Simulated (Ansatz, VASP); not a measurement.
**One calculation of PbS, two programs**

```
CELL_PARAMETERS angstrom
2.91150 -2.87059 0.00040
2.96950 2.92941 0.05840
-0.96296 0.10629 11.69849
ATOMIC_POSITIONS crystal
Pb 0.77560 0.77560 0.63638
Pb 0.22440 0.22440 0.36362
S 0.26840 0.26840 0.59860
S 0.73160 0.73160 0.40140
```

Change from the starting cell: equal xy, yz and zx shear strains of +2 %.

Alike in both runs: task single point; functional PBEsol; k mesh 7 × 7 × 3; occupations fermi-dirac, width 0.01 eV; no spin polarisation.

```csv
,VASP,Ansatz
version,VASP 6.6.1,Ansatz 0.2.0
potentials or method,"VASP PAW PBE potentials, release 64 (Pb_d, S), cutoff 520 eV","all-electron LAPW, scalar-relativistic"
```

```csv
,VASP,Ansatz,Ansatz less VASP
gap on the k mesh at the Fermi level (eV),1.27,1.28,+0.003
rms of the force components (eV/Å),0.288,0.288,0.0000
```

VASP's potentials were made for PBE, not for PBEsol. Atom by atom the forces differ by 0.001 eV/Å (rms over components). Ansatz ran all-electron here, and VASP with PAW potentials.

Spin-orbit coupling is off throughout.
